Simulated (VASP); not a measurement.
# Cd (P6_3/mmc) in VASP: notebook

Cd is run at these levels: PBEsol; tasks: single point.

Everything below comes from runs of VASP 6.6.1. Logs are shortened: lines on timing, memory, paths and dates and some standing lists are left out, and cuts for length are marked.

## (1) The cell of the first run

The structure is hexagonal, space group P6_3/mmc (No. 194). The conventional cell has a = 2.888 Å, b = 2.888 Å, c = 5.649 Å, α = 90.00°, β = 90.00°, γ = 120.00°. Within 3.8 Å of Cd (site symmetry -6m2) lie 12 Cd at 2.89 to 3.28 Å.

## (2) Single point, PBEsol (20.40 Å³/atom)

INCAR reads:

```
  ALGO = Normal
  EDIFF = 1E-6
  ENCUT = 630
  GGA = PS
  GGA_COMPAT = F
  ISIF = 2
  ISMEAR = -1
  LASPH = T
  LCHARG = T
  LELF = T
  LREAL = F
  LVHAR = T
  LWAVE = F
  NBANDS = 27
  NELM = 120
  PREC = Accurate
  SIGMA = 0.1
```

KPOINTS reads:

```
k-points
0
Gamma
  20 20 9
```

POSCAR reads:

```
Cd
1.0
    2.8878031460      0.0000000000      0.0000000000
   -1.4439015730      2.5009108856      0.0000000000
    0.0000000000      0.0000000000      5.6494049142
Cd
2
Direct
    0.3333333333      0.6666666667      0.2500000000
    0.6666666667      0.3333333333      0.7500000000
```

Potentials or basis: VASP PAW PBE potentials, release 64 (Cd_sv_GW).

Started as:

```bash
cat potpaw_PBE.64/Cd_sv_GW/POTCAR > POTCAR
mpirun -np 1 vasp_std > vasp.out
```

OUTCAR:

```text
EDIFF = 1E-6
   ENCUT = 630
   GGA = PS
   ISIF = 2
   ISMEAR = -1
   LASPH = T
   LREAL = F
   NELM = 120
   PREC = Accurate

 ion  position               nearest neighbor table
   1  0.333  0.667  0.250-
   2  0.667  0.333  0.750-

  LATTYP: Found a hexagonal cell.
 ALAT       =     2.8878031460
 C/A-ratio  =     1.9562984832

  Lattice vectors:

 A1 = (   2.8878031460,   0.0000000000,   0.0000000000)
 A2 = (  -1.4439015730,   2.5009108856,   0.0000000000)
 A3 = (   0.0000000000,   0.0000000000,   5.6494049142)

Analysis of symmetry for initial positions (statically):
=====================================================================
 Subroutine PRICEL returns:
 Original cell was already a primitive cell.

 Routine SETGRP: Setting up the symmetry group for a
 hexagonal supercell.

 Subroutine GETGRP returns: Found 24 space group operations
 (whereof 12 operations were pure point group operations)
 out of a pool of 24 trial point group operations.

The static configuration has the point symmetry D_3d.
 The point group associated with its full space group is D_6h.

Analysis of symmetry for dynamics (positions and initial velocities):
=====================================================================
 Subroutine PRICEL returns:
 Original cell was already a primitive cell.

 Routine SETGRP: Setting up the symmetry group for a
 hexagonal supercell.

 Subroutine GETGRP returns: Found 24 space group operations
 (whereof 12 operations were pure point group operations)
 out of a pool of 24 trial point group operations.

The dynamic configuration has the point symmetry D_3d.
 The point group associated with its full space group is D_6h.

 Subroutine INISYM returns: Found 24 space group operations
 (whereof 12 operations are pure point group operations),
 and found     1 'primitive' translations

----------------------------------------------------------------------------------------

                                     Primitive cell

  volume of cell :      40.8008

  direct lattice vectors                    reciprocal lattice vectors
     2.887803146  0.000000000  0.000000000     0.346283991  0.199927156  0.000000000
    -1.443901573  2.500910886  0.000000000     0.000000000  0.399854311  0.000000000
     0.000000000  0.000000000  5.649404914     0.000000000  0.000000000  0.177009794

  length of vectors
     2.887803146  2.887803146  5.649404914     0.399854311  0.399854311  0.177009794

  position of ions in fractional coordinates (direct lattice)
     0.333333333  0.666666667  0.250000000
     0.666666667  0.333333333  0.750000000

  ion indices of the primitive-cell ions
   primitive index   ion index
                 1           1
                 2           2

----------------------------------------------------------------------------------------

 KPOINTS: k-points

Automatic generation of k-mesh.
 Grid dimensions read from file:
 generate k-points for:   20   20    9

 Generating k-lattice:

  Cartesian coordinates                     Fractional coordinates (reciprocal lattice)
     0.017314200  0.009996358  0.000000000     0.050000000  0.000000000  0.000000000
     0.000000000  0.019992716  0.000000000     0.000000000  0.050000000  0.000000000
     0.000000000  0.000000000  0.019667755     0.000000000  0.000000000  0.111111111

  Length of vectors
     0.019992716  0.019992716  0.019667755

  Shift w.r.t. Gamma in fractional coordinates (k-lattice)
     0.000000000  0.000000000  0.000000000

 Subroutine IBZKPT returns following result:
 ===========================================

 Found    220 irreducible k-points:

 Following reciprocal coordinates:
            Coordinates               Weight
  0.000000  0.000000  0.000000      1.000000
  0.050000 -0.000000  0.000000      6.000000
  0.100000 -0.000000  0.000000      6.000000
  0.150000 -0.000000  0.000000      6.000000
  0.200000 -0.000000  0.000000      6.000000
  0.250000 -0.000000  0.000000      6.000000
[... 16 lines left out ...]
  0.200000  0.100000  0.000000     12.000000
  0.250000  0.100000  0.000000     12.000000
 [... further k-points ...]
   k-points           NKPTS =    220   k-points in BZ     NKDIM =    220   number of bands    NBANDS=     27
   number of dos      NEDOS =    301   number of ions     NIONS =      2
   total plane-waves  NPLWV =  27648
   dimension x,y,z NGX =    24 NGY =   24 NGZ =   48
   dimension x,y,z NGXF=    48 NGYF=   48 NGZF=   96
   ions per type =               2
   NGX,Y,Z   is equivalent  to a cutoff of  13.82, 13.82, 14.13 a.u.
   NGXF,Y,Z  is equivalent  to a cutoff of  27.63, 27.63, 28.25 a.u.
 SYSTEM =  unknown system
   PREC   = accura    normal or accurate (medium, high low for compatibility)
   ISTART =      0    job   : 0-new  1-cont  2-samecut
   ICHARG =      2    charge: 1-file 2-atom 10-const
   ISPIN  =      1    spin polarized calculation?
   LNONCOLLINEAR =      F non collinear calculations
   LSORBIT =      F    spin-orbit coupling
   LASPH  =      T    aspherical Exc in radial PAW
   ENCUT  =  630.0 eV  46.30 Ry    6.80 a.u.   5.91  5.91 11.56*2*pi/ulx,y,z
   NELM   =    120;   NELMIN=  2; NELMDL= -5     # of ELM steps
   EDIFF  = 0.1E-05   stopping-criterion for ELM
   LREAL  =      F    real-space projection
   EDIFFG = 0.1E-04   stopping-criterion for IOM
   NSW    =      0    number of steps for IOM
   IBRION =     -1    ionic relax: 0-MD 1-quasi-New 2-CG
   NFREE  =      0    steps in history (QN), initial steepest desc. (CG)
   ISIF   =      2    stress and relaxation
   ISYM   =      2    0-nonsym 1-usesym 2-fastsym
   POTIM  = 0.5000    time-step for ionic-motion
   TEBEG  =    0.0;   TEEND  =   0.0 temperature during run
   PSTRESS=    0.0 pullay stress
   NELECT =      40.0000    total number of electrons
   NUPDOWN=      -1.0000    fix difference up-down
   EMIN   =  10.00;   EMAX   =-10.00  energy-range for DOS
   EFERMI =   0.00;   METHOD = LEGACY
   ISMEAR =    -1;   SIGMA  =   0.10  broadening in eV -4-tet -1-fermi 0-gaus
   EFERMI_NEDOS =   21; number of points for ismear=-14 and -15
   IALGO  =     38    algorithm
   IMIX   =      4    mixing-type and parameters
     AMIX     =   0.40;   BMIX     =  1.00
     AMIX_MAG =   1.60;   BMIX_MAG =  1.00
  volume/ion in A,a.u.               =      20.40       137.67
  Fermi-wavevector in a.u.,A,eV,Ry     =   1.626317  3.073294 35.986165  2.644909
  Thomas-Fermi vector in A             =   2.719296
   LORBIT       =      0    0 simple, 1 ext, 2 COOP (PROOUT), +10 PAW based schemes
   GGA     = PS    functional components
   LHFCALC =     F    Hartree Fock is set to
   AEXX    =    0.0000 exact exchange contribution
   IVDW    =     0    specifies the selected vdW correction
   LEPSILON=     F    determine dielectric tensor
   LRPA    =     F    only Hartree local field effects (RPA)
 non-spin polarized calculation
  energy-cutoff  :      630.00
  volume of cell :       40.80
 maximum number of plane-waves:      1492
 NGX is ok and might be reduce to    24
   NGX = 11   NGY = 11   NGZ = 23

 number of electron      40.0000014 magnetization

 Free energy of the ion-electron system (eV)
  ---------------------------------------------------
  ext. energy  EPLUGINS =         0.00000000
  ---------------------------------------------------
  free energy    TOTEN  =        -2.50250368 eV

  energy without entropy =       -2.48775633  energy(sigma->0) =       -2.49513001

 E-fermi :   6.9814     XC(G=0): -11.7955

 val. band max:        6.9716087314   @ k =   0.3500   0.3000   0.1111
 cond. band min:       7.0241926219   @ k =   0.3500   0.3000   0.1111
 fundamental gap:      0.0525838905
 Fermi energy:         6.9813688354

 k-point     1 :       0.0000    0.0000    0.0000
  band No.  band energies     occupation
      1     -96.1403      2.00000
      2     -96.1392      2.00000
      3     -57.2160      2.00000
      4     -57.1951      2.00000
      5     -57.1715      2.00000
      6     -57.1715      2.00000
[... 19 lines left out ...]
     26      22.8626      0.00000
     27      22.8631      0.00000

 k-point     2 :       0.0500   -0.0000    0.0000
  band No.  band energies     occupation
      1     -96.1402      2.00000
      2     -96.1390      2.00000
      3     -57.2157      2.00000
      4     -57.1950      2.00000
      5     -57.1733      2.00000
      6     -57.1720      2.00000
[... 19 lines left out ...]
     26      22.2360      0.00000
     27      22.8530      0.00000

 k-point     3 :       0.1000   -0.0000    0.0000
  band No.  band energies     occupation
      1     -96.1397      2.00000
      2     -96.1385      2.00000
      3     -57.2147      2.00000
      4     -57.1947      2.00000
      5     -57.1788      2.00000
      6     -57.1769      2.00000
[... 19 lines left out ...]
     26      21.4989      0.00000
     27      23.0106      0.00000

 k-point     4 :       0.1500   -0.0000    0.0000
  band No.  band energies     occupation
      1     -96.1389      2.00000
      2     -96.1378      2.00000
      3     -57.2132      2.00000
      4     -57.1943      2.00000
      5     -57.1875      2.00000
      6     -57.1856      2.00000
[... 19 lines left out ...]
     26      21.3937      0.00000
     27      21.7885      0.00000

 k-point     5 :       0.2000   -0.0000    0.0000
  band No.  band energies     occupation
      1     -96.1379      2.00000
      2     -96.1369      2.00000
      3     -57.2113      2.00000
      4     -57.1984      2.00000
      5     -57.1964      2.00000
      6     -57.1939      2.00000
[... 19 lines left out ...]
     26      20.2056      0.00000
     27      21.1255      0.00000

 k-point     6 :       0.2500   -0.0000    0.0000
  band No.  band energies     occupation
      1     -96.1368      2.00000
      2     -96.1360      2.00000
      3     -57.2104      2.00000
      4     -57.2091      2.00000
      5     -57.2084      2.00000
      6     -57.1935      2.00000
[... 444 lines left out ...]
      1     -96.1385      2.00000
      2     -96.1374      2.00000
      3     -57.2124      2.00000
      4     -57.1941      2.00000
      5     -57.1916      2.00000
      6     -57.1902      2.00000
[... 19 lines left out ...]
     26      21.7836      0.00000
     27      21.8192      0.00000

 k-point    22 :       0.1500    0.1000    0.0000
  band No.  band energies     occupation
      1     -96.1375      2.00000
      2     -96.1366      2.00000
      3     -57.2106      2.00000
      4     -57.2013      2.00000
      5     -57.2000      2.00000
      6     -57.1937      2.00000
[... 19 lines left out ...]
     26      20.2909      0.00000
     27      21.0840      0.00000

 k-point    23 :       0.2000    0.1000    0.0000
  band No.  band energies     occupation
      1     -96.1365      2.00000
      2     -96.1357      2.00000
      3     -57.2120      2.00000
      4     -57.2107      2.00000
      5     -57.2084      2.00000
      6     -57.1934      2.00000
[... 19 lines left out ...]
     26      19.5164      0.00000
     27      20.5515      0.00000

 k-point    24 :       0.2500    0.1000    0.0000
  band No.  band energies     occupation
      1     -96.1355      2.00000
      2     -96.1347      2.00000
      3     -57.2229      2.00000
      4     -57.2213      2.00000
      5     -57.2061      2.00000
      6     -57.1932      2.00000
[... 19 lines left out ...]
     26      19.9188      0.00000
     27      20.1745      0.00000

 [... further k-points ...]

------------------------ aborting loop because EDIFF is reached ----------------------------------------

  FORCE on cell =-STRESS in cart. coord.  units (eV):
  Direction    XX          YY          ZZ          XY          YZ          ZX
  --------------------------------------------------------------------------------------
  -------------------------------------------------------------------------------------
  Total        0.8673832      0.8673832      0.2714492      0.0000000      0.0000000      0.0000000
  in kB       34.0606630     34.0606630     10.6593481      0.0000000      0.0000000      0.0000000
  external PRESSURE =      26.2602247 kB  Pullay stress =       0.0000000 kB

 VOLUME and BASIS-vectors are now :
 -----------------------------------------------------------------------------
  energy-cutoff  :      630.00
  volume of cell :       40.80
      direct lattice vectors                 reciprocal lattice vectors
     2.887803146  0.000000000  0.000000000     0.346283991  0.199927156  0.000000000
    -1.443901573  2.500910886  0.000000000     0.000000000  0.399854311  0.000000000
     0.000000000  0.000000000  5.649404914     0.000000000  0.000000000  0.177009794

 POSITION                                       TOTAL-FORCE (eV/Angst)
 -----------------------------------------------------------------------------------
     -0.00000      1.66727      1.41235         0.000000      0.000000     -0.000000
      1.44390      0.83364      4.23705        -0.000000      0.000000      0.000000
 -----------------------------------------------------------------------------------
    total drift:                               -0.000000      0.000000      0.000000

  FREE ENERGIE OF THE ION-ELECTRON SYSTEM (eV)
  ---------------------------------------------------
  free  energy   TOTEN  =        -2.5025036794 eV

  energy  without entropy=       -2.4877563330  energy(sigma->0) =       -2.49513001
```

Wall time 4.8 min (1 thread of Intel Xeon Platinum 8259CL at 2.50GHz (Skylake/Cascade Lake), shared host); peak memory 0.41 GiB.

Results:

- Free energy: -2.5025 eV
- Pressure: 2.6 GPa
- Band gap on the k mesh: zero (bands 20 and 21 overlap by 4.82 eV)

Stress tensor (GPa, compression positive):
```
3.41 0.00 0.00
0.00 3.41 0.00
0.00 0.00 1.07
```

Caveat: the PAW data sets were made with another functional, which shifts forces and pressure a little.

[end of part 1 of 2]

The gap in the log of VASP goes by the Fermi energy; the results here count the filled bands.